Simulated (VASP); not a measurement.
# Ca (P6_3/mmc) in VASP: single point with r2SCAN

Aim: the single point of Ca with r2SCAN.

Everything below comes from runs of VASP 6.6.1. Logs are shortened: lines on timing, memory, paths and dates and some standing lists are left out, and cuts for length are marked.

## Step 1: The cell of the first run

It takes space group P6_3/mmc (No. 194, hexagonal). Conventional cell: a = 3.980 Å, b = 3.980 Å, c = 6.781 Å, α = 90.00°, β = 90.00°, γ = 120.00°. Within 5.2 Å of Ca (site symmetry -6m2) lie 12 Ca at 3.98 to 4.10 Å.

This isn't the form of Ca at room conditions, which is fcc.

## Step 2: Single point, r2SCAN (strain +0.000 along x and y, +0.040 along z)

POSCAR reads:

```
Ca
1.0
    3.9799995206      0.0000000000      0.0000000000
   -1.9899997603      3.4467806919      0.0000000000
    0.0000000000      0.0000000000      6.7808000000
Ca
2
Direct
    0.3333333333      0.6666666667      0.2500000000
    0.6666666667      0.3333333333      0.7500000000
```

INCAR.step1 reads:

```
SYSTEM = Ca
PREC = Accurate
ENCUT = 520
ISMEAR = 0
SIGMA = 0.15
LREAL = .FALSE.
LASPH = .TRUE.
NELM = 100
NBANDS = 17
GGA = PE
ALGO = Normal
EDIFF = 1E-4
LWAVE = .TRUE.
LCHARG = .FALSE.
```

INCAR.step2 reads:

```
SYSTEM = Ca
PREC = Accurate
ENCUT = 520
EDIFF = 1E-6
ISMEAR = 0
SIGMA = 0.15
LREAL = .FALSE.
LASPH = .TRUE.
NELM = 100
ALGO = Normal
ISIF = 2
LWAVE = .FALSE.
LCHARG = .FALSE.
METAGGA = R2SCAN
LMIXTAU = .TRUE.
NBANDS = 17
ISTART = 1
```

KPOINTS reads:

```
Automatic mesh
0
G
  12 12 8
  0 0 0
```

Potentials or basis: VASP PAW PBE potentials, release 64 (Ca_sv).

Launch:

```sh
> cat potpaw_PBE.64/Ca_sv/POTCAR > POTCAR
> cp INCAR.step1 INCAR
> mpirun -np 1 vasp_std > vasp.out
> cp INCAR.step2 INCAR
> mpirun -np 1 vasp_std > vasp.out
```

OUTCAR:

```text
SYSTEM = Ca
   PREC = Accurate
   ENCUT = 520
   EDIFF = 1E-6
   ISMEAR = 0
   LREAL = .FALSE.
   LASPH = .TRUE.
   NELM = 100
   ISIF = 2
   METAGGA = R2SCAN
   ISTART = 1

 ion  position               nearest neighbor table
   1  0.333  0.667  0.250-
   2  0.667  0.333  0.750-

  LATTYP: Found a hexagonal cell.
 ALAT       =     3.9799995206
 C/A-ratio  =     1.7037187982

  Lattice vectors:

 A1 = (   3.9799995206,   0.0000000000,   0.0000000000)
 A2 = (  -1.9899997603,   3.4467806919,   0.0000000000)
 A3 = (   0.0000000000,   0.0000000000,   6.7808000000)

Analysis of symmetry for initial positions (statically):
=====================================================================
 Subroutine PRICEL returns:
 Original cell was already a primitive cell.

 Routine SETGRP: Setting up the symmetry group for a
 hexagonal supercell.

 Subroutine GETGRP returns: Found 24 space group operations
 (whereof 12 operations were pure point group operations)
 out of a pool of 24 trial point group operations.

The static configuration has the point symmetry D_3d.
 The point group associated with its full space group is D_6h.

Analysis of symmetry for dynamics (positions and initial velocities):
=====================================================================
 Subroutine PRICEL returns:
 Original cell was already a primitive cell.

 Routine SETGRP: Setting up the symmetry group for a
 hexagonal supercell.

 Subroutine GETGRP returns: Found 24 space group operations
 (whereof 12 operations were pure point group operations)
 out of a pool of 24 trial point group operations.

The dynamic configuration has the point symmetry D_3d.
 The point group associated with its full space group is D_6h.

 Subroutine INISYM returns: Found 24 space group operations
 (whereof 12 operations are pure point group operations),
 and found     1 'primitive' translations

----------------------------------------------------------------------------------------

                                     Primitive cell

  volume of cell :      93.0203

  direct lattice vectors                    reciprocal lattice vectors
     3.979999521  0.000000000  0.000000000     0.251256312  0.145062899  0.000000000
    -1.989999760  3.446780692  0.000000000     0.000000000  0.290125798  0.000000000
     0.000000000  0.000000000  6.780800000     0.000000000  0.000000000  0.147475224

  length of vectors
[... 81 lines left out ...]
   NELM   =    100;   NELMIN=  2; NELMDL=  0     # of ELM steps
   EDIFF  = 0.1E-05   stopping-criterion for ELM
   LREAL  =      F    real-space projection
   EDIFFG = 0.1E-04   stopping-criterion for IOM
   NSW    =      0    number of steps for IOM
   IBRION =     -1    ionic relax: 0-MD 1-quasi-New 2-CG
   NFREE  =      0    steps in history (QN), initial steepest desc. (CG)
   ISIF   =      2    stress and relaxation
   ISYM   =      2    0-nonsym 1-usesym 2-fastsym
   POTIM  = 0.5000    time-step for ionic-motion
   TEBEG  =    0.0;   TEEND  =   0.0 temperature during run
   PSTRESS=    0.0 pullay stress
   NELECT =      20.0000    total number of electrons
   NUPDOWN=      -1.0000    fix difference up-down
   EMIN   =  10.00;   EMAX   =-10.00  energy-range for DOS
   EFERMI =   0.00;   METHOD = LEGACY
   ISMEAR =     0;   SIGMA  =   0.15  broadening in eV -4-tet -1-fermi 0-gaus
   EFERMI_NEDOS =   21; number of points for ismear=-14 and -15
   IALGO  =     38    algorithm
   IMIX   =      4    mixing-type and parameters
     AMIX     =   0.40;   BMIX     =  1.00
     AMIX_MAG =   1.60;   BMIX_MAG =  1.00
  volume/ion in A,a.u.               =      46.51       313.87
  Fermi-wavevector in a.u.,A,eV,Ry     =   0.980751  1.853352 13.087082  0.961873
  Thomas-Fermi vector in A             =   2.111706
   LORBIT       =      0    0 simple, 1 ext, 2 COOP (PROOUT), +10 PAW based schemes
   METAGGA = R2SCAN    functional components
   LHFCALC =     F    Hartree Fock is set to
   AEXX    =    0.0000 exact exchange contribution
   IVDW    =     0    specifies the selected vdW correction
   LEPSILON=     F    determine dielectric tensor
   LRPA    =     F    only Hartree local field effects (RPA)
 non-spin polarized calculation
 Gauss-broadening in eV      SIGMA  =   0.15
  energy-cutoff  :      520.00
  volume of cell :       93.02
 maximum number of plane-waves:      2531
 NGX is ok and might be reduce to    30
   NGX = 15   NGY = 15   NGZ = 25

 number of electron      20.0000006 magnetization

 Free energy of the ion-electron system (eV)
  ---------------------------------------------------
  ext. energy  EPLUGINS =         0.00000000
  ---------------------------------------------------
  free energy    TOTEN  =       -14.03466235 eV

  energy without entropy =      -14.00739264  energy(sigma->0) =      -14.02102749

 E-fermi :   1.6830     XC(G=0):  -7.9078

 val. band max:        1.6797780759   @ k =   0.3333   0.3333   0.2500
 cond. band min:       1.6839119620   @ k =   0.3333   0.2500   0.2500
 fundamental gap:      0.0041338861
 Fermi energy:         1.6829606153

 k-point     1 :       0.0000    0.0000    0.0000
  band No.  band energies     occupation
      1     -42.3783      2.00000
      2     -42.3709      2.00000
      3     -22.5019      2.00000
      4     -22.4287      2.00000
      5     -22.4287      2.00000
      6     -22.4177      2.00000
[... 457 lines left out ...]
      4     -22.4868      2.00000
      5     -22.4688      2.00000
      6     -22.4473      2.00000
[... 9 lines left out ...]
     16       5.0047      0.00000
     17       5.2699      0.00000

 [... further k-points ...]

------------------------ aborting loop because EDIFF is reached ----------------------------------------

  FORCE on cell =-STRESS in cart. coord.  units (eV):
  Direction    XX          YY          ZZ          XY          YZ          ZX
  --------------------------------------------------------------------------------------
  -------------------------------------------------------------------------------------
  Total       -0.3937923     -0.3937923     -1.0925000      0.0000000     -0.0000000      0.0000000
  in kB       -6.7826629     -6.7826629    -18.8171744      0.0000000     -0.0000000      0.0000000
  external PRESSURE =     -10.7941667 kB  Pullay stress =       0.0000000 kB

 VOLUME and BASIS-vectors are now :
 -----------------------------------------------------------------------------
  energy-cutoff  :      520.00
  volume of cell :       93.02
      direct lattice vectors                 reciprocal lattice vectors
     3.979999521  0.000000000  0.000000000     0.251256312  0.145062899  0.000000000
    -1.989999760  3.446780692  0.000000000     0.000000000  0.290125798  0.000000000
     0.000000000  0.000000000  6.780800000     0.000000000  0.000000000  0.147475224

 POSITION                                       TOTAL-FORCE (eV/Angst)
 -----------------------------------------------------------------------------------
     -0.00000      2.29785      1.69520        -0.000000     -0.000000     -0.000000
      1.99000      1.14893      5.08560         0.000000      0.000000      0.000000
 -----------------------------------------------------------------------------------
    total drift:                               -0.000000      0.000000     -0.000000

  FREE ENERGIE OF THE ION-ELECTRON SYSTEM (eV)
  ---------------------------------------------------
  free  energy   TOTEN  =       -14.0346623468 eV

  energy  without entropy=      -14.0073926377  energy(sigma->0) =      -14.02102749
```

Wall time 9.1 min (1 thread of Intel Xeon Platinum 8259CL at 2.50GHz (Skylake/Cascade Lake), shared host); peak memory 0.29 GiB.

What came out:

| Property | Result |
| --- | --- |
| Free energy | -14.0347 eV |
| Pressure | -1.1 GPa |
| Band gap on the k mesh | zero (bands 10 and 11 overlap by 0.90 eV) |

Stress tensor (GPa, compression positive):
```
-0.68  0.00  0.00
 0.00 -0.68  0.00
 0.00  0.00 -1.88
```

Levels at points of the mesh, in eV from the Fermi level:
| k point | band 8 | band 9 | band 10 | band 11 | band 12 | band 13 |
| --- | --- | --- | --- | --- | --- | --- |
| (0.00, 0.00, 0.00) | -24.09 | -4.17 | -1.13 | -0.57 | 2.32 | 2.52 |
| (0.50, 0.00, 0.00) | -24.11 | -1.06 | -0.77 | 0.32 | 0.54 | 1.36 |
| (0.00, 0.00, 0.50) | -24.11 | -3.22 | -3.22 | 1.39 | 1.39 | 2.54 |
| (0.50, 0.00, 0.50) | -24.12 | -0.60 | -0.60 | -0.02 | -0.02 | 1.57 |

Caveat: the cell differs from its parent crystal (strain +0.000 along x and y, +0.040 along z); the PAW data sets were made with another functional, which shifts forces and pressure a little.
